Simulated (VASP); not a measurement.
# TiTe2 (P-3m1) in VASP: notebook, part 2 of 2

VASP 6.6.1.

**3. Single point, PBE**

Contents of INCAR:

```
SYSTEM = TiTe2
  ALGO = Normal
  EDIFF = 1E-7
  ENCUT = 520
  GGA = PE
  ISIF = 2
  ISMEAR = 0
  LASPH = .True.
  LCHARG = .True.
  LELF = .True.
  LREAL = .False.
  LVHAR = .True.
  LWAVE = .False.
  NBANDS = 19
  NELM = 100
  PREC = Accurate
  SIGMA = 0.027000000000000003
```

Contents of KPOINTS:

```
k-points
0
Gamma
  8 8 4
  0 0 0
```

Contents of POSCAR:

```
TiTe2
1.0
    3.7770000000      0.0000000000      0.0000000000
   -1.8885000000      3.2709779501      0.0000000000
    0.0000000000      0.0000000000      6.4980000000
Te Ti
2 1
Direct
    0.3333333333      0.6666666667      0.7372000000
    0.6666666667      0.3333333333      0.2628000000
    0.0000000000      0.0000000000      0.0000000000
```

Potentials or basis: VASP PAW PBE potentials, release 64 (Te, Ti_sv).

Command:

```sh
> cat potpaw_PBE.64/Te/POTCAR potpaw_PBE.64/Ti_sv/POTCAR > POTCAR
> mpirun -np 1 vasp_std > vasp.out
```

OUTCAR:

```text
SYSTEM = TiTe2
   EDIFF = 1E-7
   ENCUT = 520
   GGA = PE
   ISIF = 2
   ISMEAR = 0
   LASPH = .True.
   LREAL = .False.
   NELM = 100
   PREC = Accurate

 ion  position               nearest neighbor table
   1  0.333  0.667  0.737-   3 2.77   3 2.77   3 2.77
   2  0.667  0.333  0.263-   3 2.77   3 2.77   3 2.77
   3  0.000  0.000  0.000-   1 2.77   2 2.77   2 2.77   1 2.77   2 2.77   1 2.77

  LATTYP: Found a hexagonal cell.
 ALAT       =     3.7770000000
 C/A-ratio  =     1.7204130262

  Lattice vectors:

 A1 = (   3.7770000000,   0.0000000000,   0.0000000000)
 A2 = (  -1.8885000000,   3.2709779501,   0.0000000000)
 A3 = (   0.0000000000,   0.0000000000,   6.4980000000)

Analysis of symmetry for initial positions (statically):
=====================================================================
 Subroutine PRICEL returns:
 Original cell was already a primitive cell.

 Routine SETGRP: Setting up the symmetry group for a
 hexagonal supercell.

 Subroutine GETGRP returns: Found 12 space group operations
 (whereof 12 operations were pure point group operations)
 out of a pool of 24 trial point group operations.

The static configuration has the point symmetry D_3d.

Analysis of symmetry for dynamics (positions and initial velocities):
=====================================================================
 Subroutine PRICEL returns:
 Original cell was already a primitive cell.

 Routine SETGRP: Setting up the symmetry group for a
 hexagonal supercell.

 Subroutine GETGRP returns: Found 12 space group operations
 (whereof 12 operations were pure point group operations)
 out of a pool of 24 trial point group operations.

The dynamic configuration has the point symmetry D_3d.

 Subroutine INISYM returns: Found 12 space group operations
 (whereof 12 operations are pure point group operations),
 and found     1 'primitive' translations
[... 112 lines left out ...]
   ISMEAR =     0;   SIGMA  =   0.03  broadening in eV -4-tet -1-fermi 0-gaus
   EFERMI_NEDOS =   21; number of points for ismear=-14 and -15
   IALGO  =     38    algorithm
   IMIX   =      4    mixing-type and parameters
     AMIX     =   0.40;   BMIX     =  1.00
     AMIX_MAG =   1.60;   BMIX_MAG =  1.00
  volume/ion in A,a.u.               =      26.76       180.58
  Fermi-wavevector in a.u.,A,eV,Ry     =   1.094655  2.068597 16.303438  1.198269
  Thomas-Fermi vector in A             =   2.230964
   LORBIT       =      0    0 simple, 1 ext, 2 COOP (PROOUT), +10 PAW based schemes
   GGA     = PE    functional components
   LHFCALC =     F    Hartree Fock is set to
   AEXX    =    0.0000 exact exchange contribution
   IVDW    =     0    specifies the selected vdW correction
   LEPSILON=     F    determine dielectric tensor
   LRPA    =     F    only Hartree local field effects (RPA)
 non-spin polarized calculation
 Gauss-broadening in eV      SIGMA  =   0.03
  energy-cutoff  :      520.00
  volume of cell :       80.28
 maximum number of plane-waves:      2176
   NGX = 13   NGY = 13   NGZ = 25

 number of electron      23.9999998 magnetization

 Free energy of the ion-electron system (eV)
  ---------------------------------------------------
  ext. energy  EPLUGINS =         0.00000000
  ---------------------------------------------------
  free energy    TOTEN  =       -16.20941597 eV

  energy without entropy =      -16.20849923  energy(sigma->0) =      -16.20895760

 E-fermi :   6.7842     XC(G=0):  -9.8601

 val. band max:        6.7716655485   @ k =   0.5000   0.0000   0.2500
 cond. band min:       6.7879013463   @ k =   0.1250   0.0000   0.2500
 fundamental gap:      0.0162357978
 Fermi energy:         6.7842387848

 k-point     1 :       0.0000    0.0000    0.0000
  band No.  band energies     occupation
      1     -50.6671      2.00000
      2     -26.9222      2.00000
      3     -26.9222      2.00000
      4     -26.8890      2.00000
      5      -5.5821      2.00000
      6      -4.0794      2.00000
[... 505 lines left out ...]
      6      -3.5612      2.00000
[... 11 lines left out ...]
     18      12.0873      0.00000
     19      12.8454      0.00000

 [... further k-points ...]

------------------------ aborting loop because EDIFF is reached ----------------------------------------

  FORCE on cell =-STRESS in cart. coord.  units (eV):
  Direction    XX          YY          ZZ          XY          YZ          ZX
  --------------------------------------------------------------------------------------
  -------------------------------------------------------------------------------------
  Total        0.3519307      0.3519307      0.6208745      0.0000000      0.0000000      0.0000000
  in kB        7.0236596      7.0236596     12.3911061      0.0000000      0.0000000      0.0000000
  external PRESSURE =       8.8128084 kB  Pullay stress =       0.0000000 kB

 VOLUME and BASIS-vectors are now :
 -----------------------------------------------------------------------------
  energy-cutoff  :      520.00
  volume of cell :       80.28
      direct lattice vectors                 reciprocal lattice vectors
     3.777000000  0.000000000  0.000000000     0.264760392  0.152859484  0.000000000
    -1.888500000  3.270977950  0.000000000     0.000000000  0.305718967  0.000000000
     0.000000000  0.000000000  6.498000000     0.000000000  0.000000000  0.153893506

 POSITION                                       TOTAL-FORCE (eV/Angst)
 -----------------------------------------------------------------------------------
     -0.00000      2.18065      4.79033        -0.000000      0.000000     -0.017399
      1.88850      1.09033      1.70767         0.000000      0.000000      0.017399
      0.00000      0.00000      0.00000        -0.000000      0.000000      0.000000
 -----------------------------------------------------------------------------------
    total drift:                                0.000000     -0.000000     -0.000000

  FREE ENERGIE OF THE ION-ELECTRON SYSTEM (eV)
  ---------------------------------------------------
  free  energy   TOTEN  =       -16.2094159730 eV

  energy  without entropy=      -16.2084992316  energy(sigma->0) =      -16.20895760
```

Run time: 61 s. Hardware: 1 thread of Intel Xeon Platinum 8259CL at 2.50GHz (Skylake/Cascade Lake), shared host; peak memory 0.21 GiB.

What came out:

* Free energy: -16.2094 eV
* Pressure: 0.9 GPa
* Largest force: 0.017 eV/Å
* Band gap on the k mesh: zero (bands 12 and 13 overlap by 0.66 eV)

Forces in eV/Å, atoms in the order of the input:
```
Te   0.000  0.000 -0.017
Te   0.000  0.000  0.017
Ti   0.000  0.000  0.000
```

Levels at points of the mesh, in eV from the Fermi level:
```
           k point  band 10  band 11  band 12  band 13  band 14  band 15
(0.00, 0.00, 0.00)     0.38     0.43     0.43     0.61     1.11     1.11
(0.50, 0.00, 0.00)    -2.36    -1.72    -1.10     0.05     1.18     1.51
(0.00, 0.00, 0.50)    -1.57     0.42     0.42     0.79     0.79     1.06
(0.50, 0.00, 0.50)    -1.99    -0.94    -0.58    -0.24     1.17     1.49
```

Caveat: spin-orbit coupling is left out, which moves the levels of the heavy elements; this functional lacks dispersion, which binds layers or chains, so the pressure and a relaxed spacing across them are unreliable.

**4. Single point, PBE**

Contents of INCAR:

```
  PREC = Accurate
  ENCUT = 520
  EDIFF = 1E-7
  ISMEAR = 0
  SIGMA = 0.028000000000000004
  LREAL = False
  LASPH = True
  NELM = 100
  ALGO = Normal
  ISIF = 2
  LWAVE = False
  LCHARG = False
  GGA = PE
  NBANDS = 19
```

Contents of KPOINTS:

```
regular mesh
0
Gamma
  8 8 4
```

POSCAR is that of step 3.

Command:

```sh
> cat potpaw_PBE.64/Te/POTCAR potpaw_PBE.64/Ti_sv/POTCAR > POTCAR
> mpirun -np 1 vasp_std > vasp.out
```

It took 66 s on 1 thread of Intel Xeon Platinum 8259CL at 2.50GHz (Skylake/Cascade Lake), shared host; peak memory 0.21 GiB.

Results (log left out):

- Free energy: -16.2095 eV
- Pressure: 0.9 GPa
- Largest force: 0.017 eV/Å
- Band gap on the k mesh: zero (bands 12 and 13 overlap by 0.66 eV)

Forces in eV/Å, atoms in the order of the input:
```
Te   0.000  0.000 -0.017
Te   0.000  0.000  0.017
Ti   0.000  0.000  0.000
```

Stress tensor (GPa, compression positive):
```
0.70 0.00 0.00
0.00 0.70 0.00
0.00 0.00 1.24
```

Levels at points of the mesh, in eV from the Fermi level:
```
           k point  band 10  band 11  band 12  band 13  band 14  band 15
(0.00, 0.00, 0.00)     0.38     0.43     0.43     0.61     1.11     1.11
(0.50, 0.00, 0.00)    -2.36    -1.72    -1.10     0.05     1.18     1.51
(0.00, 0.00, 0.50)    -1.58     0.41     0.41     0.79     0.79     1.05
(0.50, 0.00, 0.50)    -1.99    -0.94    -0.58    -0.24     1.17     1.49
```

Caveat: spin-orbit coupling is left out, which moves the levels of the heavy elements; this functional lacks dispersion, which binds layers or chains, so the pressure and a relaxed spacing across them are unreliable.

**5. Relaxation of cell and atoms, PBE+D3(BJ)**

Contents of INCAR:

```
ALGO = Normal
EDIFF = 1E-6
EDIFFG = -0.01
ENCUT = 600
GGA = PE
IBRION = 2
ISIF = 3
ISMEAR = -1
IVDW = 12
LASPH = T
LCHARG = F
LREAL = F
LWAVE = F
NELM = 80
NSW = 60
PREC = Accurate
SIGMA = 0.05
```

Contents of KPOINTS:

```
k-points
0
Gamma
  8 8 4
```

POSCAR is that of step 4.

Command:

```sh
> cat potpaw_PBE.64/Te/POTCAR potpaw_PBE.64/Ti_sv/POTCAR > POTCAR
> mpirun -np 1 vasp_std > vasp.out
```

It took 8.4 min on 1 thread of Intel Xeon Platinum 8259CL at 2.50GHz (Skylake/Cascade Lake), shared host; peak memory 0.27 GiB.

The run converged. Its results:

- Free energy: -17.7250 eV
- Relaxed volume: 25.16 Å³/atom
- Relaxed cell: a = 3.706 Å, b = 3.706 Å, c = 6.348 Å, α = 90.00°, β = 90.00°, γ = 120.00°
- Space group after relaxing (to 0.1 Å): P-3m1 (No. 164)
- Energy gained by relaxing: 11.6 meV/atom
- Ionic steps: 11
- Pressure after relaxing: 0.0 GPa
- Largest force after relaxing: 0.007 eV/Å
- Band gap on the k mesh: zero (bands 12 and 13 overlap by 0.82 eV)
- Dispersion energy per atom: -0.523 eV

Forces on the atoms (eV/Å):
```
Te   0.000  0.000 -0.007
Te   0.000  0.000  0.007
Ti   0.000  0.000  0.000
```

The path:
```
step  energy change (eV)  largest force (eV/Å)  pressure (GPa)  volume (Å³)
   1              0.0000                0.0273           -2.05        80.28
   2             -0.0136                0.4515            1.20        76.36
   3             -0.0179                0.3092            0.07        77.61
   4             -0.0257                0.2155            0.03        77.02
   5             -0.0301                0.0093            0.01        75.68
   6             -0.0308                0.0548            0.02        76.05
   7             -0.0330                0.0256           -0.10        75.96
   8             -0.0342                0.0580           -0.36        75.68
   9             -0.0346                0.0259           -0.28        75.78
  10             -0.0339                0.0703            0.51        74.93
  11             -0.0349                0.0073            0.00        75.49
```

Final structure:
```
CELL_PARAMETERS angstrom
3.70566 0.00000 0.00000
-1.85283 3.20919 0.00000
0.00000 0.00000 6.34791
ATOMIC_POSITIONS crystal
Te 0.33333 0.66667 0.72836
Te 0.66667 0.33333 0.27164
Ti 0.00000 0.00000 0.00000
```

Levels at points of the mesh, in eV from the Fermi level:
| k point | band 9 | band 10 | band 11 | band 12 | band 13 | band 14 | band 15 | band 16 |
| --- | --- | --- | --- | --- | --- | --- | --- | --- |
| (0.00, 0.00, 0.00) | -1.62 | 0.28 | 0.45 | 0.45 | 0.80 | 1.27 | 1.27 | 3.09 |
| (0.50, 0.00, 0.00) | -2.93 | -2.50 | -1.71 | -1.19 | -0.02 | 1.28 | 1.64 | 2.44 |
| (0.00, 0.00, 0.50) | -1.52 | -1.52 | 0.44 | 0.44 | 0.83 | 0.83 | 1.13 | 3.68 |
| (0.50, 0.00, 0.50) | -2.55 | -2.09 | -0.88 | -0.45 | -0.37 | 1.28 | 1.63 | 2.58 |

Caveat: spin-orbit coupling is left out, which moves the levels of the heavy elements.

**6. Relaxation of cell and atoms, PBE+D4**

Contents of INCAR:

```
PREC     = Accurate       # precision mode
ENCUT    = 600            # plane-wave cutoff, eV
EDIFF    = 1E-7           # SCF threshold, eV
ISMEAR   = -1             # smearing method
SIGMA    = 0.05           # smearing width, eV
LREAL    = F              # projectors in reciprocal space
LASPH    = T              # aspherical terms in the spheres
NELM     = 100            # most SCF steps
ALGO     = Normal         # electronic algorithm
ISIF     = 3              # what is computed and relaxed
LWAVE    = F              # write WAVECAR
LCHARG   = F              # write CHGCAR
GGA      = PE             # functional
IVDW     = 13             # dispersion correction
IBRION   = 2              # ionic algorithm
NSW      = 60             # ionic steps
EDIFFG   = -0.01          # ionic threshold
```

Contents of KPOINTS:

```
regular mesh
0
Gamma
  8 8 4
```

POSCAR is that of step 5.

Potentials or basis: VASP PAW PBE potentials, release 64 (Te, Ti_sv).

Command:

```sh
> cat potpaw_PBE.64/Te/POTCAR potpaw_PBE.64/Ti_sv/POTCAR > POTCAR
> mpirun -np 1 vasp_std > vasp.out
```

It took 7.8 min on 1 thread of Intel Xeon Platinum 8259CL at 2.50GHz (Skylake/Cascade Lake), shared host; peak memory 0.26 GiB.

Results (log left out):

```yaml
Free_energy: -17.4881 eV
Relaxed_volume: 25.68 Å³/atom
Relaxed_cell: a = 3.728 Å, b = 3.728 Å, c = 6.399 Å, α = 90.00°, β = 90.00°, γ = 120.00°
Space_group_after_relaxing_to_0.1_Å: P-3m1 (No. 164)
Energy_gained_by_relaxing: 5.1 meV/atom
Ionic_steps: 10
Pressure_after_relaxing: 0.0 GPa
Band_gap_on_the_k_mesh: zero (bands 12 and 13 overlap by 0.77 eV)
Dispersion_energy_per_atom: -0.435 eV
```

The path:
```
step  energy change (eV)  largest force (eV/Å)  pressure (GPa)  volume (Å³)
   1              0.0000                0.0075           -1.41        80.28
   2             -0.0061                0.2960            0.84        77.57
   3             -0.0083                0.1964            0.04        78.47
   4             -0.0115                0.1359            0.02        78.10
   5             -0.0135                0.0228           -0.01        77.43
   6             -0.0135                0.0369           -0.01        77.52
   7             -0.0144                0.0211           -0.05        77.42
   8             -0.0152                0.0178           -0.14        77.18
   9             -0.0149                0.0401            0.31        76.67
  10             -0.0153                0.0009           -0.01        77.03
```

Final structure:
```yaml
crystal:
  lattice:
    - [3.72816, 0.00000, 0.00000]
    - [-1.86408, 3.22868, 0.00000]
    - [0.00000, 0.00000, 6.39912]
  atoms:
    - { symbol: Te, position: [0.33333, 0.66667, 0.73131] }
    - { symbol: Te, position: [0.66667, 0.33333, 0.26869] }
    - { symbol: Ti, position: [0.00000, 0.00000, 0.00000] }
```

Levels at points of the mesh, in eV from the Fermi level:
| k point | band 9 | band 10 | band 11 | band 12 | band 13 | band 14 | band 15 | band 16 |
| --- | --- | --- | --- | --- | --- | --- | --- | --- |
| (0.00, 0.00, 0.00) | -1.63 | 0.31 | 0.44 | 0.44 | 0.72 | 1.21 | 1.21 | 3.09 |
| (0.50, 0.00, 0.00) | -2.86 | -2.47 | -1.72 | -1.16 | 0.00 | 1.24 | 1.59 | 2.43 |
| (0.00, 0.00, 0.50) | -1.54 | -1.54 | 0.42 | 0.42 | 0.81 | 0.81 | 1.09 | 3.62 |
| (0.50, 0.00, 0.50) | -2.50 | -2.06 | -0.91 | -0.50 | -0.33 | 1.24 | 1.57 | 2.60 |

Caveat: spin-orbit coupling is left out, which moves the levels of the heavy elements.

**7. Summary**

```tsv
task	level	cell	cutoff (eV)	smearing	gap on the mesh (eV)	pressure (GPa)	relaxed volume (Å³/atom)	largest force (eV/Å)
single point	PBE	as given	520	gaussian 0.025 eV	none	0.9	-	0.02
single point	PBE	as given	520	gaussian 0.027 eV	none	0.9	-	0.02
single point	PBE	as given	520	gaussian 0.028 eV	none	0.9	-	0.02
relaxation of cell and atoms	PBE+D3(BJ)	relaxed	600	fermi-dirac 0.05 eV	none	0.0	25.16	0.01
relaxation of cell and atoms	PBE+D4	relaxed	600	fermi-dirac 0.05 eV	none	0.0	25.68	-
```

Alike in all rows: potentials or basis VASP PAW PBE potentials, release 64 (Te, Ti_sv); no spin polarisation; k mesh 8 × 8 × 4.

Caveats: spin-orbit coupling is left out, which moves the levels of the heavy elements; this functional lacks dispersion, which binds layers or chains, so the pressure and a relaxed spacing across them are unreliable (at least some runs).

Total energies depend on the potentials used, so only differences within one code and one set of settings carry meaning.

The gap in the log of VASP goes by the Fermi energy; the results here count the filled bands.